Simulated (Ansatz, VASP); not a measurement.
One calculation of SnSe, two programs

```
Sn Se
1.0
    -2.13700    2.13700    3.02140
     2.13700   -2.13700    3.02140
     2.13700    2.13700   -3.02140
Sn Se
1 1
Direct
  0.00000 0.00000 0.00000
  0.50000 0.50000 0.00000
```

Alike in both runs: functional PBE; k mesh 6 × 6 × 6; occupations gaussian, width 0.1 eV; no spin polarisation.

Ansatz relaxed the structure, and its values are those at the end. VASP's run is a single point on that final structure, the one shown.

|  | VASP | Ansatz |
| --- | --- | --- |
| version | VASP 6.6.1 | Ansatz 0.2.0 |
| potentials or method | VASP PAW PBE potentials, release 64 (Sn_d, Se), cutoff 520 eV | scalar-relativistic, plane waves, PAW |
| valence electrons in the cell | 20 | 30 |

```tsv
	VASP	Ansatz	Ansatz less VASP
gap on the k mesh at the Fermi level (eV)	0.53	0.53	-0.001
least direct gap on the mesh (eV)	0.53	0.53	-0.001
pressure (GPa)	0.0	0.0	+0.02
```

VASP's potentials hold 20 valence electrons a cell and Ansatz's 30, so a difference there can come from the potentials and not from the codes.
